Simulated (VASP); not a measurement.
Input of a VASP 6.6.1 run:

Contents of INCAR:

```
SYSTEM = H3C18N
ALGO = Normal
EDIFF = 1E-6
EDIFFG = -0.03
ENCUT = 520
GGA = PE
IBRION = 2
ISIF = 2
ISMEAR = 0
IVDW = 12
LASPH = .True.
LCHARG = .False.
LREAL = Auto
LWAVE = .False.
NELM = 100
NSW = 80
PREC = Accurate
SIGMA = 0.05
```

KPOINTS

```
k-points
0
Gamma
  2 2 1
  0 0 0
```

POSCAR

```
H3C18N
1.0
    7.3980000000      0.0000000000      0.0000000000
   -3.6990000000      6.4068560000      0.0000000000
    0.0000000000      0.0000000000     12.0000000000
C N H
18 1 3
Direct
    0.0000000000      0.0000000000      0.0833333300
    0.2222222200      0.1111111100      0.0833333300
    0.0000000000      0.3333333300      0.0833333300
    0.2222222200      0.4444444400      0.0833333300
    0.0000000000      0.6666666600      0.0833333300
    0.2222222200      0.7777777700      0.0833333300
    0.3333333300      0.0000000000      0.0833333300
    0.5555555600      0.1111111100      0.0833333300
    0.3333333300      0.3333333300      0.0833333300
    0.5555555500      0.4444444400      0.0833333300
    0.3333333300      0.6666666600      0.0833333300
    0.5555555500      0.7777777700      0.0833333300
    0.6666666700      0.0000000000      0.0833333300
    0.8888888900      0.1111111100      0.0833333300
    0.6666666700      0.3333333300      0.0833333300
    0.8888888900      0.4444444400      0.0833333300
    0.6666666600      0.6666666600      0.0833333300
    0.8888888900      0.7777777700      0.0833333300
    0.5185185200      0.0370370400      0.2025000000
    0.9259259200      0.2962962900      0.1650000000
    0.4435059900      0.1081762600      0.2508333300
    0.4468258600     -0.1091230400      0.2508333300
```

Potentials or basis: VASP PAW PBE potentials, release 64 (C, N, H).

Launch:

```bash
$ cat potpaw_PBE.64/C/POTCAR potpaw_PBE.64/N/POTCAR potpaw_PBE.64/H/POTCAR > POTCAR
$ mpirun -np 1 vasp_std > vasp.out
```

(1) Predict the dispersion energy per atom.

(2) Estimate the band gap on the k mesh.

(3) Estimate the energy gained by relaxing.

Results:

(1) -0.084 eV.

(2) 0.36 eV.

(3) 245.5 meV/atom.

Caveat: the k points lie up to 0.49 Å⁻¹ apart; there is no dipole correction, which matters where the two faces differ.
